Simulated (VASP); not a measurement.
# CuGeF3: single point with PBE

The system is CuGeF3.

```xyz
5
Lattice="4.0849 0.0000 0.0000 0.0000 4.0849 0.0000 0.0000 0.0000 4.0849" Properties=species:S:1:pos:R:3 pbc="T T T"
Cu    0.0000    0.0000    0.0000
Ge    2.0424    2.0424    2.0424
F     2.0424    0.0000    0.0000
F     0.0000    2.0424    0.0000
F     0.0000    0.0000    2.0424
```

The cell was generated, and may not be a known phase.

* Program: VASP 6.6.1
* Task: single point
* Functional: PBE
* Potentials or basis: VASP PAW PBE potentials, release 64 (Cu, Ge_d, F)
* Cutoff: 520 eV
* k mesh: 10 × 10 × 10
* Occupations: gaussian, width 0.1 eV
* Spin: no spin polarisation
* Dipole correction: no
* Further INCAR settings: ALGO = Normal; EDIFF = 1e-07; NBANDS = 31

```
Pressure               : 0.0 GPa
Band gap on the k mesh : zero (bands 23 and 24 overlap by 0.50 eV)
```

Levels at points of the mesh, in eV from the Fermi level:
```csv
k point,band 19,band 20,band 21,band 22,band 23,band 24,band 25,band 26,band 27,band 28
"(0.00, 0.00, 0.00)",-1.83,-1.83,-1.83,-1.43,-1.43,1.86,1.86,1.86,3.66,6.96
"(0.50, 0.00, 0.00)",-1.82,-1.43,-1.43,-1.42,-1.26,-0.28,1.43,1.43,6.30,8.21
"(0.50, 0.50, 0.00)",-1.43,-1.43,-1.22,-1.15,0.22,0.34,0.34,0.94,6.38,9.72
"(0.50, 0.50, 0.50)",-1.26,-1.26,-1.26,0.22,0.22,1.28,1.28,1.28,6.77,6.77
```

Wall time 110 s on 1 thread of Intel(R) Xeon(R) Platinum 8375C CPU @ 2.90GHz (Ice Lake), on a shared host, peak memory 0.24 GiB.

With open d or f shells a metallic result of PBE can be an artefact of self-interaction; +U or a hybrid may open a gap.
